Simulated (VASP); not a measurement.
Mg3Te2O:

```
Mg Te O
1.0
     4.13902    0.00000    0.00000
     0.00000    4.13902    0.00000
     0.00000    0.00000    7.73288
Mg Te O
3 2 1
Direct
  0.50000 0.00000 0.60943
  0.00000 0.50000 0.60943
  0.50000 0.50000 0.50164
  0.50000 0.00000 0.03738
  0.00000 0.50000 0.03738
  0.00000 0.00000 0.42668
```

The cell was built from a structure type or drawn by symmetry, and may not be a known phase.

```yaml
Program: VASP 6.6.1
Task: relaxation of cell and atoms
Functional: PBE
Potentials_or_basis: VASP PAW PBE potentials, release 64 (Mg, Te, O)
Cutoff: 600 eV
k_mesh: 4 × 4 × 2
Occupations: gaussian, width 0.1 eV
Spin: no spin polarisation
```

At the start: pressure 13.7 GPa; volume 22.08 Å³/atom.

Task: Where does the relaxation end?

Result: Over 21 steps the energy falls by 1319.7 meV/atom and the volume is 23.47 Å³/atom (+6.3 %); space group P4mm (No. 99, to 0.1 Å) before and after.

The path:
```
step  energy change (eV)  largest force (eV/Å)  pressure (GPa)  volume (Å³)
   1              0.0000                6.7623           13.66       132.48
   2             -3.5582                2.6248           -4.26       170.87
   3             -3.5774                2.4473           -4.73       173.64
   4             -4.7559                2.4964           -3.70       159.78
   5             -4.5943                5.7200           12.71       121.81
   6             -5.4594                2.6313           -0.85       145.00
   7             -5.5618                2.9606            5.24       130.56
   8             -5.6721                2.5831            2.12       136.45
   9             -6.4863                2.0369            2.31       132.87
  10             -7.3966                1.0433            6.84       124.36
  11             -7.8043                0.7440            0.95       136.32
  12             -7.8391                0.6484           -0.77       141.41
  13             -7.8718                0.5036           -0.39       140.55
  14             -7.9006                0.2437            0.38       138.87
  15             -7.9016                0.1930            0.53       138.51
  16             -7.9100                0.1246           -0.10       140.07
  17             -7.9102                0.1398           -0.21       140.38
  18             -7.9138                0.1007           -0.08       140.07
  19             -7.9162                0.0528            0.20       139.52
  20             -7.9180                0.0401           -0.01       140.35
  21             -7.9183                0.0338           -0.12       140.81
```

Final structure:
```
Mg Te O
1.0
     4.44201    0.00000    0.00000
     0.00000    4.44201    0.00000
     0.00000    0.00000    7.13650
Mg Te O
3 2 1
Direct
  0.50000 0.00000 0.62117
  0.00000 0.50000 0.62117
  0.50000 0.50000 0.30103
  0.50000 0.00000 0.03711
  0.00000 0.50000 0.03711
  0.00000 0.00000 0.60436
```

Caveat: the k points lie up to 0.44 Å⁻¹ apart in the final cell, too coarse for converged energies and pressures of a metal.
